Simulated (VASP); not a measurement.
# Mo2Se3 (P4/mmm) in VASP: single point with PBE

Aim: the single point of Mo2Se3 with PBE.

Program: VASP 6.6.1. These are calculated values, not measurements. Logs are shortened: lines on timing, memory, paths and dates and some standing lists are left out, and cuts for length are marked.

## (1) The cell of the first run

The structure is tetragonal, space group P4/mmm (No. 123). Conventional cell: a = 4.738 Å, b = 4.738 Å, c = 5.284 Å, α = 90.00°, β = 90.00°, γ = 90.00°. Mo (site symmetry 4/mmm) has 4 Se at 2.37 Å and 2 Mo at 2.64 Å within 3.1 Å. Within 3.6 Å of Mo (site symmetry 4/mmm) lie 2 Mo at 2.64 Å and 12 Se at 3.35 to 3.55 Å. Within 3.1 Å of Se (site symmetry mmm) lie 2 Mo at 2.37 Å. Within 4.4 Å of Se (site symmetry 4/mmm) lie 12 Mo at 3.35 to 4.27 Å and 8 Se at 3.55 Å.

The cell was generated, and may not be a known phase.

## (2) Single point, PBE, collinear spin

Contents of INCAR:

```
SYSTEM = Mo2Se3
PREC = Accurate
ENCUT = 520
EDIFF = 1E-6
ISMEAR = 0
SIGMA = 0.1
LREAL = .FALSE.
LASPH = .TRUE.
NELM = 150
ALGO = Normal
ISIF = 2
LWAVE = .FALSE.
LCHARG = .TRUE.
ISPIN = 2
MAGMOM = -0.3 2.4 0 0 -0.36
LORBIT = 11
LMAXMIX = 4
GGA = PE
LELF = .TRUE.
LVHAR = .TRUE.
NBANDS = 35
```

Contents of KPOINTS:

```
Automatic mesh
0
G
  8 8 8
  0 0 0
```

Contents of POSCAR:

```
Mo2Se3
1.0
    4.7376500182      0.0000000000      0.0000000000
    0.0000000000      4.7376500182      0.0000000000
    0.0000000000      0.0000000000      5.2839674390
Mo Se
2 3
Direct
    0.0000000000      0.0000000000      0.0000000000
    0.0000000000      0.0000000000      0.5000000000
    0.0000000000      0.5000000000      0.0000000000
    0.5000000000      0.0000000000      0.0000000000
    0.5000000000      0.5000000000      0.5000000000
```

Potentials or basis: VASP PAW PBE potentials, release 64 (Mo_sv, Se).

Command:

```sh
cat potpaw_PBE.64/Mo_sv/POTCAR potpaw_PBE.64/Se/POTCAR > POTCAR
mpirun -np 1 vasp_std > vasp.out
```

OUTCAR:

```text
SYSTEM = Mo2Se3
   PREC = Accurate
   ENCUT = 520
   EDIFF = 1E-6
   ISMEAR = 0
   LREAL = .FALSE.
   LASPH = .TRUE.
   NELM = 150
   ISIF = 2
   ISPIN = 2
   LORBIT = 11
   GGA = PE

 ion  position               nearest neighbor table
   1  0.000  0.000  0.000-   3 2.37   4 2.37   3 2.37   4 2.37   2 2.64   2 2.64
   2  0.000  0.000  0.500-   1 2.64   1 2.64
   3  0.000  0.500  0.000-   1 2.37   1 2.37
   4  0.500  0.000  0.000-   1 2.37   1 2.37
   5  0.500  0.500  0.500-

  LATTYP: Found a simple tetragonal cell.
 ALAT       =     4.7376500182
 C/A-ratio  =     1.1153140098

  Lattice vectors:

 A1 = (   4.7376500182,   0.0000000000,   0.0000000000)
 A2 = (   0.0000000000,   4.7376500182,   0.0000000000)
 A3 = (   0.0000000000,   0.0000000000,   5.2839674390)

Analysis of symmetry for initial positions (statically):
=====================================================================
 Subroutine PRICEL returns:
 Original cell was already a primitive cell.

 Routine SETGRP: Setting up the symmetry group for a
 simple tetragonal supercell.

 Subroutine GETGRP returns: Found 16 space group operations
 (whereof 16 operations were pure point group operations)
 out of a pool of 16 trial point group operations.

The static configuration has the point symmetry D_4h.

Analysis of symmetry for dynamics (positions and initial velocities):
=====================================================================
 Subroutine PRICEL returns:
 Original cell was already a primitive cell.

 Routine SETGRP: Setting up the symmetry group for a
 simple tetragonal supercell.

 Subroutine GETGRP returns: Found 16 space group operations
 (whereof 16 operations were pure point group operations)
 out of a pool of 16 trial point group operations.

The dynamic configuration has the point symmetry D_4h.

Analysis of structural, dynamic, and magnetic symmetry:
=====================================================================
 Subroutine PRICEL returns:
 Original cell was already a primitive cell.

 Routine SETGRP: Setting up the symmetry group for a
 simple tetragonal supercell.

 Subroutine GETGRP returns: Found 16 space group operations
 (whereof 16 operations were pure point group operations)
 out of a pool of 16 trial point group operations.

The overall configuration has the point symmetry D_4h.

 Subroutine INISYM returns: Found 16 space group operations
 (whereof 16 operations are pure point group operations),
 and found     1 'primitive' translations

----------------------------------------------------------------------------------------

                                     Primitive cell

  volume of cell :     118.6004

  direct lattice vectors                    reciprocal lattice vectors
     4.737650018  0.000000000  0.000000000     0.211075110  0.000000000  0.000000000
     0.000000000  4.737650018  0.000000000     0.000000000  0.211075110  0.000000000
     0.000000000  0.000000000  5.283967439     0.000000000  0.000000000  0.189251734

  length of vectors
     4.737650018  4.737650018  5.283967439     0.211075110  0.211075110  0.189251734

  position of ions in fractional coordinates (direct lattice)
     0.000000000  0.000000000  0.000000000
     0.000000000  0.000000000  0.500000000
     0.000000000  0.500000000  0.000000000
     0.500000000  0.000000000  0.000000000
     0.500000000  0.500000000  0.500000000

  ion indices of the primitive-cell ions
   primitive index   ion index
                 1           1
                 2           2
                 3           3
                 4           4
                 5           5

----------------------------------------------------------------------------------------

 KPOINTS: Automatic mesh

Automatic generation of k-mesh.
 Grid dimensions read from file:
 generate k-points for:    8    8    8

 Generating k-lattice:

  Cartesian coordinates                     Fractional coordinates (reciprocal lattice)
     0.026384389  0.000000000  0.000000000     0.125000000  0.000000000  0.000000000
     0.000000000  0.026384389  0.000000000     0.000000000  0.125000000  0.000000000
     0.000000000  0.000000000  0.023656467     0.000000000  0.000000000  0.125000000

  Length of vectors
     0.026384389  0.026384389  0.023656467

  Shift w.r.t. Gamma in fractional coordinates (k-lattice)
     0.000000000  0.000000000  0.000000000

 Subroutine IBZKPT returns following result:
 ===========================================

 Found     75 irreducible k-points:

 Following reciprocal coordinates:
            Coordinates               Weight
  0.000000  0.000000  0.000000      1.000000
  0.125000  0.000000  0.000000      4.000000
  0.250000  0.000000  0.000000      4.000000
  0.375000  0.000000  0.000000      4.000000
  0.500000  0.000000  0.000000      2.000000
  0.125000  0.125000  0.000000      4.000000
[... 16 lines left out ...]
  0.375000  0.125000  0.125000     16.000000
  0.500000  0.125000  0.125000      8.000000
 [... further k-points ...]
   k-points           NKPTS =     75   k-points in BZ     NKDIM =     75   number of bands    NBANDS=     35
   number of dos      NEDOS =    301   number of ions     NIONS =      5
   total plane-waves  NPLWV =  51840
   dimension x,y,z NGX =    36 NGY =   36 NGZ =   40
   dimension x,y,z NGXF=    72 NGYF=   72 NGZF=   80
   ions per type =               2   3
   NGX,Y,Z   is equivalent  to a cutoff of  12.63, 12.63, 12.58 a.u.
   NGXF,Y,Z  is equivalent  to a cutoff of  25.27, 25.27, 25.17 a.u.
 SYSTEM =  Mo2Se3
   PREC   = accura    normal or accurate (medium, high low for compatibility)
   ISTART =      0    job   : 0-new  1-cont  2-samecut
   ICHARG =      2    charge: 1-file 2-atom 10-const
   ISPIN  =      2    spin polarized calculation?
   LNONCOLLINEAR =      F non collinear calculations
   LSORBIT =      F    spin-orbit coupling
   LASPH  =      T    aspherical Exc in radial PAW
   ENCUT  =  520.0 eV  38.22 Ry    6.18 a.u.   8.81  8.81  9.82*2*pi/ulx,y,z
   NELM   =    150;   NELMIN=  2; NELMDL= -5     # of ELM steps
   EDIFF  = 0.1E-05   stopping-criterion for ELM
   LREAL  =      F    real-space projection
   EDIFFG = 0.1E-04   stopping-criterion for IOM
   NSW    =      0    number of steps for IOM
   IBRION =     -1    ionic relax: 0-MD 1-quasi-New 2-CG
   NFREE  =      0    steps in history (QN), initial steepest desc. (CG)
   ISIF   =      2    stress and relaxation
   ISYM   =      2    0-nonsym 1-usesym 2-fastsym
   POTIM  = 0.5000    time-step for ionic-motion
   TEBEG  =    0.0;   TEEND  =   0.0 temperature during run
   PSTRESS=    0.0 pullay stress
   NELECT =      46.0000    total number of electrons
   NUPDOWN=      -1.0000    fix difference up-down
   EMIN   =  10.00;   EMAX   =-10.00  energy-range for DOS
   EFERMI =   0.00;   METHOD = LEGACY
   ISMEAR =     0;   SIGMA  =   0.10  broadening in eV -4-tet -1-fermi 0-gaus
   EFERMI_NEDOS =   21; number of points for ismear=-14 and -15
   IALGO  =     38    algorithm
   IMIX   =      4    mixing-type and parameters
     AMIX     =   0.40;   BMIX     =  1.00
     AMIX_MAG =   1.60;   BMIX_MAG =  1.00
  volume/ion in A,a.u.               =      23.72       160.07
  Fermi-wavevector in a.u.,A,eV,Ry     =   1.193893  2.256131 19.393480  1.425381
  Thomas-Fermi vector in A             =   2.329896
   LORBIT       =     11    0 simple, 1 ext, 2 COOP (PROOUT), +10 PAW based schemes
   GGA     = PE    functional components
   LHFCALC =     F    Hartree Fock is set to
   AEXX    =    0.0000 exact exchange contribution
   IVDW    =     0    specifies the selected vdW correction
   LEPSILON=     F    determine dielectric tensor
   LRPA    =     F    only Hartree local field effects (RPA)
 spin polarized calculation
 Gauss-broadening in eV      SIGMA  =   0.10
  energy-cutoff  :      520.00
  volume of cell :      118.60
 maximum number of plane-waves:      3220
 NGX is ok and might be reduce to    36
   NGX = 17   NGY = 17   NGZ = 19

 number of electron      46.0000002 magnetization       2.2751599

 Free energy of the ion-electron system (eV)
  ---------------------------------------------------
  ext. energy  EPLUGINS =         0.00000000
  ---------------------------------------------------
  free energy    TOTEN  =       -28.16122933 eV

  energy without entropy =      -28.13721824  energy(sigma->0) =      -28.14922379

 E-fermi :   4.9735     XC(G=0): -10.0800

 val. band max:        4.9720294682   @ k =   0.5000   0.2500   0.3750
 cond. band min:       4.9750051699   @ k =   0.3750   0.3750   0.1250
 fundamental gap:      0.0029757017
 Fermi energy:         4.9735214672

 spin component 1

 k-point     1 :       0.0000    0.0000    0.0000
  band No.  band energies     occupation
      1     -56.8394      1.00000
      2     -55.9109      1.00000
      3     -31.1598      1.00000
      4     -31.0400      1.00000
      5     -31.0400      1.00000
      6     -30.2640      1.00000
[... 901 lines left out ...]
     34      12.5422      0.00000
     35      12.6563      0.00000

 [... further k-points ...]

 spin component 2

 k-point     1 :       0.0000    0.0000    0.0000
  band No.  band energies     occupation
      1     -56.1575      1.00000
      2     -55.1617      1.00000
      3     -30.4896      1.00000
      4     -30.4896      1.00000
      5     -30.4614      1.00000
      6     -29.0307      1.00000
[... 901 lines left out ...]
     34      12.5135      0.00000
     35      12.9967      0.00000

 [... further k-points ...]

------------------------ aborting loop because EDIFF is reached ----------------------------------------

  FORCE on cell =-STRESS in cart. coord.  units (eV):
  Direction    XX          YY          ZZ          XY          YZ          ZX
  --------------------------------------------------------------------------------------
  -------------------------------------------------------------------------------------
  Total        0.1281409      0.1281409      0.0689221      0.0000000      0.0000000      0.0000000
  in kB        1.7310609      1.7310609      0.9310718      0.0000000      0.0000000      0.0000000
  external PRESSURE =       1.4643979 kB  Pullay stress =       0.0000000 kB

 VOLUME and BASIS-vectors are now :
 -----------------------------------------------------------------------------
  energy-cutoff  :      520.00
  volume of cell :      118.60
      direct lattice vectors                 reciprocal lattice vectors
     4.737650018  0.000000000  0.000000000     0.211075110  0.000000000  0.000000000
     0.000000000  4.737650018  0.000000000     0.000000000  0.211075110  0.000000000
     0.000000000  0.000000000  5.283967439     0.000000000  0.000000000  0.189251734

 POSITION                                       TOTAL-FORCE (eV/Angst)
 -----------------------------------------------------------------------------------
      0.00000      0.00000      0.00000         0.000000      0.000000      0.000000
      0.00000      0.00000      2.64198         0.000000      0.000000      0.000000
      0.00000      2.36883      0.00000         0.000000      0.000000      0.000000
      2.36883      0.00000      0.00000         0.000000      0.000000      0.000000
      2.36883      2.36883      2.64198         0.000000      0.000000      0.000000
 -----------------------------------------------------------------------------------
    total drift:                               -0.000000      0.000000     -0.000000

  FREE ENERGIE OF THE ION-ELECTRON SYSTEM (eV)
  ---------------------------------------------------
  free  energy   TOTEN  =       -28.1612293347 eV

  energy  without entropy=      -28.1372182442  energy(sigma->0) =      -28.14922379

 total charge

# of ion       s       p       d       tot
------------------------------------------
    1        2.335   6.196   4.161  12.691
    2        2.228   6.033   3.812  12.072
    3        1.481   2.305   0.062   3.848
    4        1.481   2.305   0.062   3.848
    5        1.493   2.142   0.012   3.647
--------------------------------------------------
tot          9.017  18.981   8.110  36.107

 magnetization (x)

# of ion       s       p       d       tot
------------------------------------------
    1       -0.011  -0.000  -0.362  -0.373
    2        0.051   0.016   2.471   2.538
    3        0.005   0.023  -0.002   0.026
    4        0.005   0.023  -0.002   0.026
    5        0.002  -0.256   0.003  -0.251
--------------------------------------------------
tot          0.053  -0.193   2.107   1.967
```

Wall time 16 min (1 thread of Oxide Virtual Turin-like, shared host); peak memory 0.51 GiB.

What came out:

```yaml
Free_energy: -28.1612 eV
Pressure: 0.1 GPa
Net_moment: 2.28 μB per cell
Site_moments: Mo -0.37, +2.54; Se +0.03, -0.25 (each value once) μB
Valence_electrons_inside_the_program's_atomic_spheres: Mo 12.69, 12.07; Se 3.85, 3.65 (each value once)
```

Levels at points of the mesh, in eV from the Fermi level:
Spin up:
```csv
k point,band 21,band 22,band 23,band 24,band 25,band 26,band 27,band 28
"(0.00, 0.00, 0.00)",-1.13,-1.13,-0.58,-0.43,-0.12,-0.12,0.57,1.02
"(0.50, 0.00, 0.00)",-1.85,-0.78,-0.69,0.34,0.87,1.60,2.11,2.11
"(0.50, 0.50, 0.00)",-0.76,-0.69,0.12,0.12,0.14,0.57,1.79,2.31
"(0.00, 0.00, 0.50)",-1.00,-0.98,-0.97,-0.36,-0.36,-0.19,-0.17,-0.17
"(0.50, 0.00, 0.50)",-1.09,-0.92,-0.66,-0.43,0.46,0.51,1.04,1.76
"(0.50, 0.50, 0.50)",-0.76,-0.76,-0.74,-0.54,-0.42,-0.25,0.59,2.22
```
Spin down:
```tsv
k point	band 19	band 20	band 21	band 22	band 23	band 24	band 25	band 26
(0.00, 0.00, 0.00)	-1.47	-1.29	-1.29	-0.17	-0.17	0.33	0.62	0.95
(0.50, 0.00, 0.00)	-2.18	-2.15	-1.49	-0.82	1.37	1.54	1.57	2.04
(0.50, 0.50, 0.00)	-2.12	-1.49	0.58	1.19	1.19	1.19	1.67	1.70
(0.00, 0.00, 0.50)	-1.54	-0.70	-0.70	-0.61	-0.61	-0.37	0.40	0.91
(0.50, 0.00, 0.50)	-1.32	-0.75	-0.70	0.02	0.71	0.91	1.26	1.59
(0.50, 0.50, 0.50)	-0.71	-0.61	-0.24	0.57	0.57	0.61	1.17	1.18
```
